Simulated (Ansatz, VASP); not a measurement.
WC in VASP and in Ansatz

The input INCAR:

```
SYSTEM = WC
PREC = Accurate ; ENCUT = 520
EDIFF = 1E-7 ; ISMEAR = -1
SIGMA = 0.1 ; LREAL = .False.
LASPH = .True. ; NELM = 80
ALGO = Normal ; ISIF = 2
LWAVE = .False. ; LCHARG = .False.
GGA = PE ; NBANDS = 16
```

Contents of KPOINTS:

```
regular mesh
0
Gamma
  11 11 10
  0 0 0
```

File POSCAR:

```
WC
1.0
    2.9820270534      0.0000000000      0.0000000000
   -1.4910135267      2.5825113512      0.0000000000
    0.0000000000      0.0000000000      2.9103106622
W C
1 1
Direct
    0.0000000000      0.0000000000      0.0000000000
    0.6666666667      0.3333333333      0.5000000000
```

Input for Ansatz:

```yaml
crystal:
  lattice:
    - [2.9820270534094915, 0.0, 0.0]
    - [-1.4910135267047457, 2.5825113511846522, 0.0]
    - [0.0, 0.0, 2.910310662205871]
  atoms:
    - { symbol: W, position: [0.0, 0.0, 0.0] }
    - { symbol: C, position: [0.6666666666666666, 0.3333333333333333, 0.5] }
basis:
  ecutwfc: 517.016338673772
kpoints:
  mp_grid:
    grid: [11, 11, 10]
hamiltonian:
  xc: pbe
scf:
  occupations:
    method: fermi_dirac
    width: 0.1
output:
  stress: true
```

Alike in both runs: task single point; functional PBE; k mesh 11 × 11 × 10; occupations fermi-dirac, width 0.1 eV; no spin polarisation.

|  | VASP | Ansatz |
| --- | --- | --- |
| version | VASP 6.6.1 | Ansatz 0.2.0 |
| potentials or method | VASP PAW PBE potentials, release 64 (W_sv, C), cutoff 520 eV | plane waves, PAW |
| valence electrons in the cell | 18 | 18 |

|  | VASP | Ansatz | Ansatz less VASP |
| --- | --- | --- | --- |
| pressure (GPa) | -20.4 | -21.2 | -0.82 |
| traceless stress, the component that is largest in VASP (GPa) | -2.98 | -3.15 | -0.170 |

The functional is the same, so the differences come from potentials, cutoffs and numerics.

Spin-orbit coupling is off throughout.
